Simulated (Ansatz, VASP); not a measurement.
MgTl2Se2 in VASP and in Ansatz

```
Mg Tl Se
1.0
     5.92536    0.00000    0.00000
     0.00000    5.92536    0.00000
     0.00000    0.00000    4.67531
Mg Tl Se
1 2 2
Direct
  0.00000 0.00000 0.50000
  0.00000 0.50000 0.50000
  0.50000 0.00000 0.50000
  0.00000 0.00000 0.00000
  0.50000 0.50000 0.00000
```

Alike in both runs: functional PBE; k mesh 6 × 6 × 8; occupations gaussian, width 0.1 eV; no spin polarisation.

Ansatz relaxed the structure, and its values are those at the end. VASP's run is a single point on that final structure, the one shown.

```csv
,VASP,Ansatz
version,VASP 6.6.1,Ansatz 0.2.0
potentials or method,"VASP PAW PBE potentials, release 64 (Mg, Tl_d, Se), cutoff 520 eV","scalar-relativistic, plane waves, PAW"
valence electrons in the cell,40,68
```

|  | VASP | Ansatz | Ansatz less VASP |
| --- | --- | --- | --- |
| gap on the k mesh at the Fermi level (eV) | none | none | - |
| pressure (GPa) | 0.0 | 0.0 | +0.03 |

A gap of «none» marks a metal or a gap that the smearing closes. With one functional, cell and mesh, what is left measures potentials, basis and numerics. VASP's potentials hold 40 valence electrons a cell and Ansatz's 68, so a difference there can come from the potentials and not from the codes.

Spin-orbit coupling is off throughout.
